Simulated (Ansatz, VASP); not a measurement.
## Two plane-wave programs on KCdCO3F

Contents of INCAR:

```
PREC = Accurate ; ENCUT = 520
EDIFF = 1E-8 ; ISMEAR = -1
SIGMA = 0.02 ; LREAL = F
LASPH = T ; NELM = 100
ALGO = Normal ; ISIF = 2
LWAVE = F ; LCHARG = F
GGA = PE ; LEFG = T
NBANDS = 34
```

KPOINTS

```
regular mesh
0
Gamma
  5 5 5
```

File POSCAR:

```
KCdCO3F
1.0
    5.1324000000      0.0000000000      0.0000000000
   -2.5662000000      4.4447887824      0.0000000000
    0.0000000000      0.0000000000      4.4324000000
K Cd C O F
1 1 1 3 1
Direct
    0.0000000000      0.0000000000      0.0000000000
    0.6666666667      0.3333333333      0.5000000000
    0.3333333333      0.6666666667      0.5000000000
    0.1925000000      0.3850000000      0.5000000000
    0.1925000000      0.8075000000      0.5000000000
    0.6150000000      0.8075000000      0.5000000000
    0.6666666667      0.3333333333      0.0000000000
```

Input for Ansatz:

```yaml
crystal:
  lattice:
    - [5.1324, 0.0, 0.0]
    - [-2.5662, 4.4447887824, 0.0]
    - [0.0, 0.0, 4.4324]
  atoms:
    - { symbol: K, position: [0.0, 0.0, 0.0] }
    - { symbol: Cd, position: [0.6666666667, 0.3333333333, 0.5] }
    - { symbol: C, position: [0.3333333333, 0.6666666667, 0.5] }
    - { symbol: O, position: [0.1925, 0.385, 0.5] }
    - { symbol: O, position: [0.1925, 0.8075, 0.5] }
    - { symbol: O, position: [0.615, 0.8075, 0.5] }
    - { symbol: F, position: [0.6666666667, 0.3333333333, 0.0] }
kpoints:
  mp_grid: { grid: [5, 5, 5] }
scf:
  occupations: { method: fermi_dirac, width: 0.02 }
hamiltonian:
  xc: pbe
  pseudopotentials: { kind: paw }
output:
  forces: true
  stress: true
  populations: true
  efg:
    quadrupole_moments_barn: { K: 0.0603, O: -0.02558 }
    contact_densities: true
```

Alike in both runs: task electric field gradients; functional PBE; k mesh 5 × 5 × 5; occupations fermi-dirac, width 0.02 eV; no spin polarisation.

|  | VASP | Ansatz |
| --- | --- | --- |
| version | VASP 6.6.1 | Ansatz 0.2.0 |
| potentials or method | VASP PAW PBE potentials, release 64 (K_sv, Cd, C, O, F) | plane-wave PAW, scalar-relativistic |
| plane-wave cutoff (eV) | 520 | 420 |
| valence electrons in the cell | 50 | 58 |

|  | VASP | Ansatz | Ansatz less VASP |
| --- | --- | --- | --- |
| gap on the k mesh at the Fermi level (eV) | 1.69 | 1.71 | +0.025 |
| pressure (GPa) | 7.0 | 6.1 | -0.86 |
| traceless stress, the component that is largest in VASP (GPa) | -5.64 | -5.16 | +0.485 |
| rms of the force components (eV/Å) | 1.303 | 1.180 | -0.1231 |
| size of Vzz on the site where it differs most (V/Å²) | 38.6 | 27.7 | -10.89 |

Atom by atom the forces differ by 0.123 eV/Å (rms over components). VASP's potentials hold 50 valence electrons a cell and Ansatz's 58, so a difference there can come from the potentials and not from the codes.

Noted on VASP's run: the standard files for N, O and F lose accuracy on very short bonds.
